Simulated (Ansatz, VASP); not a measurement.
AlCo: VASP beside Ansatz

```
Co Al
1.0
     3.47142    0.00000    0.00000
    -1.73571    3.00634    0.00000
     0.00000    0.00000    5.38070
Co Al
2 2
Direct
  0.00000 0.00000 0.00000
  0.00000 0.00000 0.50000
  0.33333 0.66667 0.25000
  0.66667 0.33333 0.75000
```

Alike in both runs: task relaxation of cell and atoms; functional PBE; k mesh 10 × 10 × 6; occupations fermi-dirac, width 0.05 eV; no spin polarisation.

|  | VASP | Ansatz |
| --- | --- | --- |
| version | VASP 6.6.1 | Ansatz 0.2.0 |
| potentials or method | VASP PAW PBE potentials, release 64 (Co, Al) | PAW with Ansatz's default frozen-core files, scalar-relativistic |
| plane-wave cutoff (eV) | 600 | 420 |
| valence electrons in the cell | 24 | 40 |

|  | VASP | Ansatz | Ansatz less VASP |
| --- | --- | --- | --- |
| relaxed volume (Å³/atom) | 12.21 | 12.21 | +0.003 |
| relaxed cell length with the largest relative difference (Å) | 7.554 | 7.573 | +0.0189 |

VASP's potentials hold 24 valence electrons a cell and Ansatz's 40, so a difference there can come from the potentials and not from the codes.
